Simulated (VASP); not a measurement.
## Ru: single point with PBE+D3(BJ)

System: Ru, a slab with vacuum.

```xyz
16
Lattice="5.3952 0.0000 0.0000 -2.6976 4.6724 0.0000 0.0000 0.0000 22.3987" Properties=species:S:1:pos:R:3 pbc="T T T"
Ru    1.3488    0.7787    8.0000
Ru    0.0000    3.1149    8.0000
Ru    4.0464    0.7787    8.0000
Ru    2.6976    3.1149    8.0000
Ru    0.0000    1.5575   10.1329
Ru   -1.3488    3.8936   10.1329
Ru    2.6976    1.5575   10.1329
Ru    1.3488    3.8936   10.1329
Ru    1.3488    0.7787   12.2801
Ru    0.0000    3.1149   12.2801
Ru    4.0464    0.7787   12.2801
Ru    2.6976    3.1149   12.2801
Ru    0.0000    1.5575   14.3467
Ru   -1.3488    3.8936   14.3467
Ru    2.6976    1.5575   14.3467
Ru    1.3488    3.8936   14.3467
```

```json
{
  "Program": "VASP 6.6.1",
  "Task": "single point",
  "Functional": "PBE",
  "Dispersion": "D3(BJ)",
  "Potentials or basis": "VASP PAW PBE potentials, release 64 (Ru_pv)",
  "Cutoff": "520 eV",
  "k mesh": "4 × 4 × 1",
  "Occupations": "gaussian, width 0.1 eV",
  "Spin": "no spin polarisation",
  "Dipole correction": "yes",
  "Further INCAR settings": "LREAL = Auto; ALGO = Normal; EDIFF = 1e-07; NBANDS = 126"
}
```

```
Largest force              : 0.606 eV/Å
Band gap on the k mesh     : zero (bands 112 and 113 overlap by 1.24 eV)
Dispersion energy per atom : -0.461 eV
```

Forces in eV/Å, atoms in the order of the input:
```
Ru   0.000  0.000  0.606
Ru   0.000  0.000  0.606
Ru   0.000  0.000  0.606
Ru   0.000  0.000  0.606
Ru   0.000  0.000 -0.606
Ru   0.000  0.000 -0.606
Ru   0.000  0.000 -0.606
Ru   0.000  0.000 -0.606
Ru   0.000  0.000 -0.020
Ru   0.000  0.000 -0.020
Ru   0.000  0.000 -0.020
Ru   0.000  0.000 -0.020
Ru   0.000  0.000  0.021
Ru   0.000  0.000  0.021
Ru   0.000  0.000  0.021
Ru   0.000  0.000  0.021
```

Levels at points of the mesh, in eV from the Fermi level:
```
           k point  band 107  band 108  band 109  band 110  band 111  band 112  band 113  band 114  band 115  band 116
(0.00, 0.00, 0.00)      0.15      0.17      0.17      0.17      0.98      0.98      1.05      1.05      1.05      1.13
(0.50, 0.00, 0.00)     -0.72     -0.72     -0.62     -0.62     -0.59     -0.59     -0.08     -0.08     -0.01     -0.01
```

Wall time 8.5 min on 1 thread of Intel(R) Xeon(R) 6975P-C (Granite Rapids) (shared host), peak memory 0.63 GiB.
